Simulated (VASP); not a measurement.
# Bi3Os: single point with PBE

Crystal: Bi3Os.

```
Bi Os
1.0
     4.69070    0.00000    0.00000
     0.00000    4.69070    0.00000
     0.00000    0.00000    4.69070
Bi Os
3 1
Direct
  0.00000 0.50000 0.50000
  0.50000 0.00000 0.50000
  0.50000 0.50000 0.00000
  0.00000 0.00000 0.00000
```

- Program: VASP 6.6.1
- Task: single point
- Functional: PBE
- Potentials or basis: VASP PAW PBE potentials, release 64 (Bi_d, Os)
- Cutoff: 520 eV
- k mesh: 4 × 4 × 4
- Occupations: gaussian, width 0.1 eV
- Spin: no spin polarisation
- Dipole correction: no
- Further INCAR settings: ALGO = Normal; EDIFF = 1e-06; NBANDS = 34

* Pressure: -1.6 GPa

Levels at points of the mesh, in eV from the Fermi level:
| k point | band 24 | band 25 | band 26 | band 27 | band 28 | band 29 | band 30 | band 31 |
| --- | --- | --- | --- | --- | --- | --- | --- | --- |
| (0.00, 0.00, 0.00) | -0.66 | -0.66 | -0.54 | -0.54 | 1.29 | 1.29 | 1.29 | 3.29 |
| (0.50, 0.00, 0.00) | -1.02 | -0.65 | -0.30 | -0.28 | 0.39 | 0.39 | 2.81 | 4.11 |
| (0.50, 0.50, 0.00) | -0.75 | -0.75 | -0.60 | -0.47 | -0.10 | 2.40 | 2.40 | 3.46 |
| (0.50, 0.50, 0.50) | -0.24 | -0.24 | -0.04 | -0.04 | -0.04 | 4.72 | 4.72 | 5.20 |

Wall time 33 s on 1 thread of Intel(R) Xeon(R) Platinum 8124M CPU @ 3.00GHz (Skylake/Cascade Lake), with other jobs on the host, peak memory 0.21 GiB.

Caveat: spin-orbit coupling is left out, which moves the levels of the heavy elements.
